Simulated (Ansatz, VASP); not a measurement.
Two plane-wave programs on C

The input POSCAR:

```
C
1.0
    2.4094461011      0.0000000000      0.0000000000
   -1.2047230505      2.0866415326      0.0000000000
    0.0000000000      0.0000000000      8.2803246060
C
8
Direct
    0.0000000000      0.0000000000      0.0929334766
    0.0000000000      0.0000000000      0.5929334766
    0.0000000000      0.0000000000      0.4070665234
    0.0000000000      0.0000000000      0.9070665234
    0.3333333333      0.6666666667      0.1554962099
    0.6666666667      0.3333333333      0.6554962099
    0.3333333333      0.6666666667      0.3445037901
    0.6666666667      0.3333333333      0.8445037901
```

The input INCAR.step1:

```
PREC = Accurate
ENCUT = 520
ISMEAR = 0
SIGMA = 0.05
LREAL = F
LASPH = T
NELM = 60
NBANDS = 26
GGA = PE
ALGO = Normal
EDIFF = 1E-4
LWAVE = T
LCHARG = F
```

Contents of INCAR.step2:

```
PREC = Accurate
ENCUT = 520
EDIFF = 1E-6
ISMEAR = 0
SIGMA = 0.05
LREAL = F
LASPH = T
NELM = 60
ALGO = Normal
ISIF = 2
LWAVE = F
LCHARG = T
METAGGA = R2SCAN
LMIXTAU = T
LELF = T
LVHAR = T
NBANDS = 26
ISTART = 1
```

KPOINTS

```
Automatic mesh
0
Gamma
  12 12 4
```

Input for Ansatz:

```yaml
crystal:
  lattice:
    - [2.4094461011, 0.0, 0.0]
    - [-1.2047230505, 2.0866415326, 0.0]
    - [0.0, 0.0, 8.280324606]
  atoms:
    - { symbol: C, position: [0.0, 0.0, 0.0929334766] }
    - { symbol: C, position: [0.0, 0.0, 0.5929334766] }
    - { symbol: C, position: [0.0, 0.0, 0.4070665234] }
    - { symbol: C, position: [0.0, 0.0, 0.9070665234] }
    - { symbol: C, position: [0.3333333333, 0.6666666667, 0.1554962099] }
    - { symbol: C, position: [0.6666666667, 0.3333333333, 0.6554962099] }
    - { symbol: C, position: [0.3333333333, 0.6666666667, 0.3445037901] }
    - { symbol: C, position: [0.6666666667, 0.3333333333, 0.8445037901] }
basis:
  ecutwfc: 500
kpoints:
  mp_grid: { grid: [12, 12, 4] }
hamiltonian:
  xc: r2scan
scf:
  occupations: { method: gaussian, width: 0.05 }
output:
  forces: true
  stress: true
  eigenvalues: true
```

Change from the starting cell: strain -0.0400 x Voigt [1, 1, 0, 0, 0, 0], atoms carried along.

Alike in both runs: task single point; functional r2SCAN; k mesh 12 × 12 × 4; occupations gaussian, width 0.05 eV; no spin polarisation.

|  | VASP | Ansatz |
| --- | --- | --- |
| version | VASP 6.6.1 | Ansatz 0.2.0 |
| potentials or method | VASP PAW PBE potentials, release 64 (C), cutoff 520 eV | scalar-relativistic, plane waves, PAW |
| valence electrons in the cell | 32 | 32 |

|  | VASP | Ansatz | Ansatz less VASP |
| --- | --- | --- | --- |
| gap on the k mesh at the Fermi level (eV) | 4.79 | 4.84 | +0.047 |
| least direct gap on the mesh (eV) | 4.79 | 4.84 | +0.047 |
| pressure (GPa) | 45.3 | 43.8 | -1.50 |
| traceless stress, the component that is largest in VASP (GPa) | -40.64 | -40.34 | +0.299 |
| rms of the force components (eV/Å) | 0.140 | 0.126 | -0.0137 |

VASP's potentials were made for PBE, not for r2SCAN. Atom by atom the forces differ by 0.014 eV/Å (rms over components). Both programs put the cell under a high pressure, so it lies far from rest at this level. The functional is the same, so the differences come from potentials, cutoffs and numerics.
